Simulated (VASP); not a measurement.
Runs of VASP 6.6.1 on Cs. The structure is that of space group Im-3m (No. 229), or close to it. The cells are those of the table. 

```tsv
cell	gap on the mesh (eV)	pressure (GPa)
a = 5.192 Å, angles 108.8, 108.8, 110.8°, 1 atom	none	0.2
a = 5.323 Å, angles 108.8, 108.8, 110.8°, 1 atom	none	0.0
a = 5.148 Å, angles 110.2, 110.2, 108.1°, 1 atom	none	0.2
a = 5.410 Å, angles 110.1, 110.1, 108.2°, 1 atom	none	-0.1
a = 5.017 Å, angles 110.2, 110.2, 108.1°, 1 atom	none	0.5
a = 4.973 Å, angles 109.5°, 1 atom	none	0.6
a = 5.454 Å, angles 108.8, 108.8, 110.8°, 1 atom	none	-0.1
a = 5.061 Å, angles 108.8, 108.8, 110.9°, 1 atom	none	0.4
a = 5.279 Å, angles 110.1, 110.1, 108.1°, 1 atom	none	0.1
a = 5.366 Å, angles 109.5°, 1 atom	none	0.0
a = 5.104 Å, angles 109.5°, 1 atom	none	(b)
a = 5.497 Å, angles 109.5°, 1 atom	none	(a)
```

Alike in all rows: task single point; level PBE; potentials or basis VASP PAW PBE potentials, release 64 (Cs_sv); no spin polarisation; k mesh 12 × 12 × 12; cutoff (eV) 520; smearing gaussian 0.15 eV.

Estimate the missing entries.

(a) -0.2; (b) 0.3.

Caveats: spin-orbit coupling is left out, which moves the levels of the heavy elements.

A k mesh can miss the band edges, and the runs leave out spin-orbit coupling on Cs.

A gap of «none» marks levels without a gap at the run's occupations.
